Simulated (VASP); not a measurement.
Ti, 1 atom in the cell. The structure is cubic, space group Pm-3m (No. 221). Conventional cell: a = 2.690 Å, b = 2.690 Å, c = 2.690 Å, α = 90.00°, β = 90.00°, γ = 90.00°. Ti (site symmetry m-3m) has 6 Ti at 2.69 Å within 3.5 Å. This isn't the form of Ti at room conditions, which is hcp.

```yaml
Program: VASP 6.6.1
Task: relaxation of cell and atoms
Functional: LDA
Potentials_or_basis: VASP PAW LDA potentials, release 64 (Ti_sv)
Cutoff: 600 eV
k_mesh: 8 × 8 × 8
Occupations: methfessel-paxton, width 0.05 eV
Spin: no spin polarisation
Dipole_correction: no
Further_INCAR_settings: ALGO = Normal; EDIFF = 1e-06; IBRION = 2; EDIFFG = -0.02; NSW = 80; ISIF = 3
```

Potentials or basis: VASP PAW LDA potentials, release 64 (Ti_sv).

Command:

```console
$ cat potpaw_LDA.64/Ti_sv/POTCAR > POTCAR
$ mpirun -np 1 vasp_std > vasp.out
```

Hardware: 1 thread of Intel(R) Xeon(R) Platinum 8259CL CPU @ 2.50GHz (Skylake/Cascade Lake), with other jobs on the host.

Question: How long does it take, and how much memory?

Answer: Wall time 12 s on 1 thread of Intel(R) Xeon(R) Platinum 8259CL CPU @ 2.50GHz (Skylake/Cascade Lake) (shared host), peak memory 0.14 GiB. Counts: scf iterations 33, k points 35, ion steps 3.
